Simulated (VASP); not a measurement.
Input of a VASP 6.6.1 run:

File INCAR:

```
  PREC = Accurate
  ENCUT = 520
  EDIFF = 1E-6
  ISMEAR = -1
  SIGMA = 0.05
  LREAL = F
  LASPH = T
  NELM = 150
  ALGO = Normal
  ISIF = 2
  LWAVE = F
  LCHARG = T
  ISPIN = 2
  MAGMOM = 1.653 1.653 1.672 1.672
  LORBIT = 11
  LMAXMIX = 4
  GGA = PS
  LELF = T
  LVHAR = T
  NBANDS = 30
```

KPOINTS

```
regular mesh
0
Gamma
  16 16 5
```

File POSCAR:

```
Co
1.0
    2.4216777716      0.0000000000      0.0000000000
   -1.2108388858      2.0972344700      0.0000000000
    0.0000000000      0.0000000000      7.8475218270
Co
4
Direct
    0.0000000000      0.0000000000      1.0000000000
    0.0000000000      0.0000000000      0.5000000000
    0.3333333333      0.6666666667      0.2500000000
    0.6666666667      0.3333333333      0.7500000000
```

Potentials or basis: VASP PAW PBE potentials, release 64 (Co).

Command:

```sh
$ cat potpaw_PBE.64/Co/POTCAR > POTCAR
$ mpirun -np 1 vasp_std > vasp.out
```

Q: What does it give for the net moment?

A: 6.23 μB per cell.

Q: Estimate the pressure.

A: 10.3 GPa.

Stress tensor (GPa, compression positive):
```
10.20  0.00  0.00
 0.00 10.20  0.00
 0.00  0.00 10.58
```

Caveat: the cell stands under pressure; the PAW data sets were made with another functional, which shifts forces and pressure a little.
